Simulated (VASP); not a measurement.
# CdGeAs2 (I-42d) in VASP: single point with PBE

Aim: the single point of CdGeAs2 with PBE.

All numbers are computed with VASP 6.6.1; they aren't measurements. Logs are shortened: lines on timing, memory, paths and dates and some standing lists are left out, and cuts for length are marked.

**1. The cell of the first run**

The structure is tetragonal, space group I-42d (No. 122). Conventional cell: a = 5.978 Å, b = 5.978 Å, c = 11.329 Å, α = 90.00°, β = 90.00°, γ = 90.00°. Within 3.5 Å of Cd (site symmetry -4) lie 4 As at 2.65 Å. Ge (site symmetry -4) has 4 As at 2.45 Å within 3.2 Å. As (site symmetry 2) has 2 Ge at 2.45 Å and 2 Cd at 2.65 Å within 3.2 Å.

**2. Single point, PBE**

Input file INCAR:

```
PREC     = Accurate       # precision mode
ENCUT    = 520            # plane-wave cutoff, eV
EDIFF    = 1E-7           # SCF threshold, eV
ISMEAR   = 0              # smearing method
SIGMA    = 0.1            # smearing width, eV
LREAL    = F              # projectors in reciprocal space
LASPH    = T              # aspherical terms in the spheres
NELM     = 80             # most SCF steps
ALGO     = Normal         # electronic algorithm
ISIF     = 2              # what is computed and relaxed
LWAVE    = F              # write WAVECAR
LCHARG   = F              # write CHGCAR
GGA      = PE             # functional
NBANDS   = 46             # bands
```

Input file KPOINTS:

```
regular mesh
0
Gamma
  4 4 4
```

Input file POSCAR:

```
CdGeAs2
1.0
   -2.9888745628      2.9888745628      5.6642966801
    2.9888745628     -2.9888745628      5.6642966801
    2.9888745628      2.9888745628     -5.6642966801
Cd Ge As
2 2 4
Direct
    0.2500000000      0.7500000000      0.5000000000
    0.5000000000      0.5000000000      0.0000000000
    0.0000000000      0.0000000000      0.0000000000
    0.7500000000      0.2500000000      0.5000000000
    0.8750000000      0.3462175700      0.9712175700
    0.6537824300      0.6250000000      0.5287824300
    0.3750000000      0.9037824300      0.0287824300
    0.0962175700      0.1250000000      0.4712175700
```

Potentials or basis: VASP PAW PBE potentials, release 64 (Cd, Ge_d, As).

Run with:

```console
$ cat potpaw_PBE.64/Cd/POTCAR potpaw_PBE.64/Ge_d/POTCAR potpaw_PBE.64/As/POTCAR > POTCAR
$ mpirun -np 1 vasp_std > vasp.out
```

OUTCAR:

```text
PREC = Accurate
   ENCUT = 520
   EDIFF = 1E-7
   ISMEAR = 0
   LREAL = F
   LASPH = T
   NELM = 80
   ISIF = 2
   GGA = PE

 ion  position               nearest neighbor table
   1  0.250  0.750  0.500-   7 2.65   6 2.65   8 2.65   5 2.65
   2  0.500  0.500  0.000-   6 2.65   5 2.65   7 2.65   8 2.65
   3  0.000  0.000  0.000-   6 2.45   5 2.45   7 2.45   8 2.45
   4  0.750  0.250  0.500-   7 2.45   6 2.45   5 2.45   8 2.45
   5  0.875  0.346  0.971-   3 2.45   4 2.45   1 2.65   2 2.65
   6  0.654  0.625  0.529-   3 2.45   4 2.45   1 2.65   2 2.65
   7  0.375  0.904  0.029-   4 2.45   3 2.45   2 2.65   1 2.65
   8  0.096  0.125  0.471-   3 2.45   4 2.45   2 2.65   1 2.65

  LATTYP: Found a body centered tetragonal cell.
 ALAT       =     5.9777491256
 C/A-ratio  =     1.8951269319

  Lattice vectors:

 A1 = (  -2.9888745628,   2.9888745628,   5.6642966801)
 A2 = (   2.9888745628,  -2.9888745628,   5.6642966801)
 A3 = (   2.9888745628,   2.9888745628,  -5.6642966801)

Analysis of symmetry for initial positions (statically):
=====================================================================
 Subroutine PRICEL returns:
 Original cell was already a primitive cell.

 Routine SETGRP: Setting up the symmetry group for a
 body centered tetragonal supercell.

 Subroutine GETGRP returns: Found  8 space group operations
 (whereof  4 operations were pure point group operations)
 out of a pool of 16 trial point group operations.

The static configuration has the point symmetry S_4 .
 The point group associated with its full space group is D_2d.

Analysis of symmetry for dynamics (positions and initial velocities):
=====================================================================
 Subroutine PRICEL returns:
 Original cell was already a primitive cell.

 Routine SETGRP: Setting up the symmetry group for a
 body centered tetragonal supercell.

 Subroutine GETGRP returns: Found  8 space group operations
 (whereof  4 operations were pure point group operations)
 out of a pool of 16 trial point group operations.

The dynamic configuration has the point symmetry S_4 .
 The point group associated with its full space group is D_2d.

 Subroutine INISYM returns: Found  8 space group operations
 (whereof  4 operations are pure point group operations),
 and found     1 'primitive' translations

----------------------------------------------------------------------------------------

                                     Primitive cell

  volume of cell :     202.4051

  direct lattice vectors                    reciprocal lattice vectors
    -2.988874563  2.988874563  5.664296680     0.000000000  0.167287047  0.088272212
     2.988874563 -2.988874563  5.664296680     0.167287047  0.000000000  0.088272212
     2.988874563  2.988874563 -5.664296680     0.167287047  0.167287047  0.000000000

  length of vectors
     7.067602082  7.067602082  7.067602082     0.189147931  0.189147931  0.236579611

  position of ions in fractional coordinates (direct lattice)
     0.250000000  0.750000000  0.500000000
     0.500000000  0.500000000  0.000000000
     0.000000000  0.000000000  0.000000000
     0.750000000  0.250000000  0.500000000
     0.875000000  0.346217570  0.971217570
     0.653782430  0.625000000  0.528782430
     0.375000000  0.903782430  0.028782430
     0.096217570  0.125000000  0.471217570

  ion indices of the primitive-cell ions
   primitive index   ion index
                 1           1
                 2           2
                 3           3
                 4           4
                 5           5
                 6           6
                 7           7
                 8           8

----------------------------------------------------------------------------------------

 KPOINTS: regular mesh

Automatic generation of k-mesh.
 Grid dimensions read from file:
 generate k-points for:    4    4    4

 Generating k-lattice:

  Cartesian coordinates                     Fractional coordinates (reciprocal lattice)
     0.000000000  0.041821762  0.022068053     0.250000000 -0.000000000  0.000000000
     0.041821762  0.000000000  0.022068053    -0.000000000  0.250000000  0.000000000
     0.041821762  0.041821762  0.000000000     0.000000000  0.000000000  0.250000000

  Length of vectors
     0.047286983  0.047286983  0.059144903

  Shift w.r.t. Gamma in fractional coordinates (k-lattice)
     0.000000000  0.000000000  0.000000000

 Subroutine IBZKPT returns following result:
 ===========================================

 Found     13 irreducible k-points:

 Following reciprocal coordinates:
            Coordinates               Weight
  0.000000  0.000000  0.000000      1.000000
  0.250000 -0.000000  0.000000      8.000000
  0.500000 -0.000000  0.000000      4.000000
  0.250000  0.250000  0.000000      8.000000
  0.500000  0.250000  0.000000     16.000000
 -0.250000  0.250000  0.000000      4.000000
  0.500000  0.500000  0.000000      2.000000
  0.250000  0.250000  0.250000      2.000000
 -0.250000  0.250000  0.250000      4.000000
  0.500000  0.500000  0.250000      4.000000
 -0.250000  0.500000  0.250000      8.000000
 -0.250000 -0.250000  0.250000      2.000000
  0.500000  0.500000  0.500000      1.000000
   k-points           NKPTS =     13   k-points in BZ     NKDIM =     13   number of bands    NBANDS=     46
   number of dos      NEDOS =    301   number of ions     NIONS =      8
   total plane-waves  NPLWV = 157464
   dimension x,y,z NGX =    54 NGY =   54 NGZ =   54
   dimension x,y,z NGXF=   108 NGYF=  108 NGZF=  108
   ions per type =               2   2   4
   NGX,Y,Z   is equivalent  to a cutoff of  12.70, 12.70, 12.70 a.u.
   NGXF,Y,Z  is equivalent  to a cutoff of  25.40, 25.40, 25.40 a.u.
 SYSTEM =  unknown system
   PREC   = accura    normal or accurate (medium, high low for compatibility)
   ISTART =      0    job   : 0-new  1-cont  2-samecut
   ICHARG =      2    charge: 1-file 2-atom 10-const
   ISPIN  =      1    spin polarized calculation?
   LNONCOLLINEAR =      F non collinear calculations
   LSORBIT =      F    spin-orbit coupling
   LASPH  =      T    aspherical Exc in radial PAW
   ENCUT  =  520.0 eV  38.22 Ry    6.18 a.u.  13.14 13.14 13.14*2*pi/ulx,y,z
   NELM   =     80;   NELMIN=  2; NELMDL= -5     # of ELM steps
   EDIFF  = 0.1E-06   stopping-criterion for ELM
   LREAL  =      F    real-space projection
   EDIFFG = 0.1E-05   stopping-criterion for IOM
   NSW    =      0    number of steps for IOM
   IBRION =     -1    ionic relax: 0-MD 1-quasi-New 2-CG
   NFREE  =      0    steps in history (QN), initial steepest desc. (CG)
   ISIF   =      2    stress and relaxation
   ISYM   =      2    0-nonsym 1-usesym 2-fastsym
   POTIM  = 0.5000    time-step for ionic-motion
   TEBEG  =    0.0;   TEEND  =   0.0 temperature during run
   PSTRESS=    0.0 pullay stress
   NELECT =      72.0000    total number of electrons
   NUPDOWN=      -1.0000    fix difference up-down
   EMIN   =  10.00;   EMAX   =-10.00  energy-range for DOS
   EFERMI =   0.00;   METHOD = LEGACY
   ISMEAR =     0;   SIGMA  =   0.10  broadening in eV -4-tet -1-fermi 0-gaus
   EFERMI_NEDOS =   21; number of points for ismear=-14 and -15
   IALGO  =     38    algorithm
   IMIX   =      4    mixing-type and parameters
     AMIX     =   0.40;   BMIX     =  1.00
     AMIX_MAG =   1.60;   BMIX_MAG =  1.00
  volume/ion in A,a.u.               =      25.30       170.74
  Fermi-wavevector in a.u.,A,eV,Ry     =   1.159966  2.192018 18.306922  1.345521
  Thomas-Fermi vector in A             =   2.296553
   LORBIT       =      0    0 simple, 1 ext, 2 COOP (PROOUT), +10 PAW based schemes
   GGA     = PE    functional components
   LHFCALC =     F    Hartree Fock is set to
   AEXX    =    0.0000 exact exchange contribution
   IVDW    =     0    specifies the selected vdW correction
   LEPSILON=     F    determine dielectric tensor
   LRPA    =     F    only Hartree local field effects (RPA)
 non-spin polarized calculation
 Gauss-broadening in eV      SIGMA  =   0.10
  energy-cutoff  :      520.00
  volume of cell :      202.41
 maximum number of plane-waves:      5492
 NGX is ok and might be reduce to    54
   NGX = 27   NGY = 27   NGZ = 27

 number of electron      72.0000010 magnetization

 Free energy of the ion-electron system (eV)
  ---------------------------------------------------
  ext. energy  EPLUGINS =         0.00000000
  ---------------------------------------------------
  free energy    TOTEN  =       -29.88829889 eV

  energy without entropy =      -29.88746110  energy(sigma->0) =      -29.88788000

 E-fermi :   2.9432     XC(G=0):  -9.3131

 val. band max:        2.8239577119   @ k =   0.0000   0.0000   0.0000
 cond. band min:       3.0353014382   @ k =   0.0000   0.0000   0.0000
 fundamental gap:      0.2113437264
 Fermi energy:         2.9432169002

 k-point     1 :       0.0000    0.0000    0.0000
  band No.  band energies     occupation
      1     -21.9200      2.00000
      2     -21.9198      2.00000
      3     -21.9198      2.00000
      4     -21.9160      2.00000
      5     -21.9130      2.00000
      6     -21.9130      2.00000
[... 38 lines left out ...]
     45       7.8324      0.00000
     46       7.8324      0.00000

 k-point     2 :       0.2500   -0.0000    0.0000
  band No.  band energies     occupation
      1     -21.9202      2.00000
      2     -21.9197      2.00000
      3     -21.9192      2.00000
      4     -21.9160      2.00000
      5     -21.9138      2.00000
      6     -21.9128      2.00000
[... 38 lines left out ...]
     45       7.6396      0.00000
     46       8.2664      0.00000

 k-point     3 :       0.5000   -0.0000    0.0000
  band No.  band energies     occupation
      1     -21.9202      2.00000
      2     -21.9198      2.00000
      3     -21.9185      2.00000
      4     -21.9154      2.00000
      5     -21.9153      2.00000
      6     -21.9126      2.00000
[... 479 lines left out ...]
     45       7.4430      0.00000
     46       7.4430      0.00000

 k-point    13 :       0.5000    0.5000    0.5000
  band No.  band energies     occupation
      1     -21.9205      2.00000
      2     -21.9205      2.00000
      3     -21.9180      2.00000
      4     -21.9180      2.00000
      5     -21.9123      2.00000
      6     -21.9123      2.00000
[... 38 lines left out ...]
     45       8.8361      0.00000
     46       8.8364      0.00000

------------------------ aborting loop because EDIFF is reached ----------------------------------------

  FORCE on cell =-STRESS in cart. coord.  units (eV):
  Direction    XX          YY          ZZ          XY          YZ          ZX
  --------------------------------------------------------------------------------------
  -------------------------------------------------------------------------------------
  Total        3.1615266      3.1615266      2.9447200      0.0000000      0.0000000      0.0000000
  in kB       25.0256901     25.0256901     23.3095143      0.0000000      0.0000000      0.0000000
  external PRESSURE =      24.4536315 kB  Pullay stress =       0.0000000 kB

 VOLUME and BASIS-vectors are now :
 -----------------------------------------------------------------------------
  energy-cutoff  :      520.00
  volume of cell :      202.41
      direct lattice vectors                 reciprocal lattice vectors
    -2.988874563  2.988874563  5.664296680     0.000000000  0.167287047  0.088272212
     2.988874563 -2.988874563  5.664296680     0.167287047  0.000000000  0.088272212
     2.988874563  2.988874563 -5.664296680     0.167287047  0.167287047  0.000000000

 POSITION                                       TOTAL-FORCE (eV/Angst)
 -----------------------------------------------------------------------------------
      2.98887     -0.00000      2.83215         0.000000     -0.000000     -0.000000
      0.00000      0.00000      5.66430         0.000000     -0.000000     -0.000000
      0.00000      0.00000      0.00000         0.000000     -0.000000     -0.000000
     -0.00000      2.98887      2.83215         0.000000     -0.000000      0.000000
      1.32238      4.48331      1.41607         0.131716     -0.000000      0.000000
      1.49444      1.66649      4.24822        -0.000000     -0.131716     -0.000000
      1.66649     -1.49444      7.08037        -0.131716     -0.000000     -0.000000
      1.49444      1.32238     -1.41607         0.000000      0.131716      0.000000
 -----------------------------------------------------------------------------------
    total drift:                               -0.000002     -0.000002     -0.000000

  FREE ENERGIE OF THE ION-ELECTRON SYSTEM (eV)
  ---------------------------------------------------
  free  energy   TOTEN  =       -29.8882988891 eV

  energy  without entropy=      -29.8874611034  energy(sigma->0) =      -29.88788000
```

Wall time 3.7 min (1 thread of Intel Xeon Platinum 8375C at 2.90GHz (Ice Lake), shared host); peak memory 0.46 GiB.

What came out:

```yaml
Free_energy: -29.8883 eV
Pressure: 2.4 GPa
Largest_force: 0.132 eV/Å
Band_gap_on_the_k_mesh: 0.21 eV
```

Forces in eV/Å, atoms in the order of the input:
```
Cd   0.000  0.000  0.000
Cd   0.000  0.000  0.000
Ge   0.000  0.000  0.000
Ge   0.000  0.000  0.000
As   0.132  0.000  0.000
As   0.000 -0.132  0.000
As  -0.132  0.000  0.000
As   0.000  0.132  0.000
```

Caveat: semilocal functionals underestimate gaps, and a narrow one can read as zero.
